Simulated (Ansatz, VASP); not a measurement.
**Ag: VASP beside Ansatz**

```
Ag
1.0
     2.85835    0.00000    0.00000
    -1.42918    2.47541    0.00000
     0.00000    0.00000    2.75581
Ag
1
Direct
  0.00000 0.00000 0.00000
```

Alike in both runs: functional PBE; k mesh 9 × 9 × 6; occupations gaussian, width 0.1 eV; no spin polarisation.

Ansatz relaxed the structure, and its values are those at the end. VASP's run is a single point on that final structure, the one shown.

```csv
,VASP,Ansatz
version,VASP 6.6.1,Ansatz 0.2.0
potentials or method,"VASP PAW PBE potentials, release 64 (Ag), cutoff 520 eV","scalar-relativistic, plane waves, PAW"
valence electrons in the cell,11,19
```

```csv
,VASP,Ansatz,Ansatz less VASP
gap on the k mesh at the Fermi level (eV),none,none,-
pressure (GPa),-0.1,0.0,+0.10
```

A gap of «none» marks a metal or a gap that the smearing closes. With one functional, cell and mesh, what is left measures potentials, basis and numerics. VASP's potentials hold 11 valence electrons a cell and Ansatz's 19, so a difference there can come from the potentials and not from the codes.

The k mesh is coarse, so the values compare programs but aren't converged.
